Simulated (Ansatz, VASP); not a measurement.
**Mn in VASP and in Ansatz**

```
Mn
1.0
    -1.40811    1.40811    1.40811
     1.40811   -1.40811    1.40811
     1.40811    1.40811   -1.40811
Mn
1
Direct
  0.00000 0.00000 0.00000
```

Alike in both runs: functional RPBE; k mesh 15 × 15 × 15; occupations fermi-dirac, width 0.05 eV; collinear spin.

Ansatz relaxed the structure, and its values are those at the end. VASP's run is a single point on that final structure, the one shown.

|  | VASP | Ansatz |
| --- | --- | --- |
| version | VASP 6.6.1 | Ansatz 0.2.0 |
| potentials or method | VASP PAW PBE potentials, release 64 (Mn_pv), cutoff 520 eV | plane waves (420 eV) with PAW, scalar-relativistic |
| valence electrons in the cell | 13 | 15 |

|  | VASP | Ansatz | Ansatz less VASP |
| --- | --- | --- | --- |
| pressure (GPa) | 0.2 | 0.0 | -0.13 |
| net moment per atom (μB) | 0.86 | 0.85 | -0.007 |
| size of the moment on the site where the two differ most (μB) | 0.86 | 0.86 | -0.008 |

VASP's potentials were made for PBE, not for RPBE. Site moments also hang on the region over which each program counts them. VASP's potentials hold 13 valence electrons a cell and Ansatz's 15, so a difference there can come from the potentials and not from the codes.
